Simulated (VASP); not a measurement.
**SiO2: single point with r2SCAN**

Crystal: SiO2.

```
Si O
1.0
     4.01799    0.00000    0.00000
     0.00000    4.01799    0.00000
     0.00000    0.00000    2.77549
Si O
2 4
Cartesian
  2.0090 2.0090 1.3877
  0.0000 0.0000 0.0000
  2.7880 2.7880 0.0000
  0.7790 3.2390 1.3877
  1.2300 1.2300 0.0000
  3.2390 0.7790 1.3877
```

This cell differs from its parent crystal: strain -0.040 along x and y, +0.040 along z.

```json
{
  "Program": "VASP 6.6.1",
  "Task": "single point",
  "Functional": "r2SCAN",
  "Potentials or basis": "VASP PAW PBE potentials, release 64 (Si, O)",
  "Cutoff": "520 eV",
  "k mesh": "6 × 6 × 8",
  "Occupations": "gaussian, width 0.05 eV",
  "Spin": "no spin polarisation",
  "Dipole correction": "no",
  "Further INCAR settings": "ALGO = Normal; EDIFF = 1e-07; NBANDS = 25"
}
```

```
Pressure               : 13.4 GPa
Largest force          : 0.689 eV/Å
Band gap on the k mesh : 6.68 eV, direct
```

Forces on the atoms (eV/Å):
```
Si   0.000  0.000  0.000
Si   0.000  0.000  0.000
O    0.487  0.487  0.000
O    0.487 -0.487  0.000
O   -0.487 -0.487  0.000
O   -0.487  0.487  0.000
```

Stress tensor (GPa, compression positive):
```
 25.53   0.00   0.00
  0.00  25.53   0.00
  0.00   0.00 -10.87
```

Levels at points of the mesh, in eV from the valence-band top:
| k point | band 14 | band 15 | band 16 | band 17 | band 18 | band 19 |
| --- | --- | --- | --- | --- | --- | --- |
| (0.00, 0.00, 0.00) | -0.77 | -0.77 | 0.00 | 6.68 | 6.93 | 8.71 |
| (0.50, 0.00, 0.00) | -3.01 | -1.02 | -1.02 | 8.48 | 8.48 | 9.47 |
| (0.50, 0.50, 0.00) | -2.96 | -2.12 | -2.12 | 8.19 | 8.19 | 10.68 |
| (0.00, 0.00, 0.50) | -3.49 | -2.74 | -2.74 | 10.96 | 10.96 | 13.83 |
| (0.50, 0.00, 0.50) | -2.15 | -1.78 | -1.78 | 10.54 | 10.54 | 12.21 |
| (0.50, 0.50, 0.50) | -1.56 | -1.56 | -1.56 | 9.04 | 9.04 | 12.64 |

It took 2.8 min on 1 thread of Intel(R) Xeon(R) Platinum 8259CL CPU @ 2.50GHz (Skylake/Cascade Lake), on a shared host, peak memory 0.18 GiB.

Caveat: the cell differs from its parent crystal (strain -0.040 along x and y, +0.040 along z); the PAW data sets were made with another functional, which shifts forces and pressure a little. A k mesh can miss the band edges.
